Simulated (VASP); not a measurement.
A run of VASP 6.6.1 is set up as follows.

Contents of INCAR:

```
ALGO     = Normal         # electronic algorithm
EDIFF    = 1E-7           # SCF threshold, eV
ENCUT    = 520            # plane-wave cutoff, eV
GGA      = PE             # functional
ISIF     = 2              # what is computed and relaxed
ISMEAR   = -1             # smearing method
IVDW     = 12             # dispersion correction
LASPH    = T              # aspherical terms in the spheres
LCHARG   = F              # write CHGCAR
LREAL    = F              # projectors in reciprocal space
LWAVE    = F              # write WAVECAR
NBANDS   = 28             # bands
NELM     = 80             # most SCF steps
PREC     = Accurate       # precision mode
SIGMA    = 0.05           # smearing width, eV
```

KPOINTS

```
k-points
0
Gamma
  7 7 7
```

POSCAR

```
BaTiO3
1.0
    3.9457420220      0.0000000000      0.0000000000
    0.0000000000      3.9457420220      0.0000000000
    0.0000000000      0.0000000000      3.9636960459
Ba Ti O
1 1 3
Direct
    0.0000000000      0.0000000000      0.0000000000
    0.5000000000      0.5000000000      0.4900000000
    0.0000000000      0.5000000000      0.5170000000
    0.5000000000      0.0000000000      0.5170000000
    0.5000000000      0.5000000000      0.0190000000
```

Potentials or basis: VASP PAW PBE potentials, release 64 (Ba_sv, Ti_sv, O).

Run with:

```console
$ cat potpaw_PBE.64/Ba_sv/POTCAR potpaw_PBE.64/Ti_sv/POTCAR potpaw_PBE.64/O/POTCAR > POTCAR
$ mpirun -np 1 vasp_std > vasp.out
```

(1) Predict the band gap on the k mesh.

(2) Estimate the pressure.

(3) Predict the largest force.

Answers

(1) 1.95 eV, indirect (least direct gap 2.11 eV).

(2) 8.5 GPa.

(3) 0.118 eV/Å.

Caveat: spin-orbit coupling is left out, which moves the levels of the heavy elements.
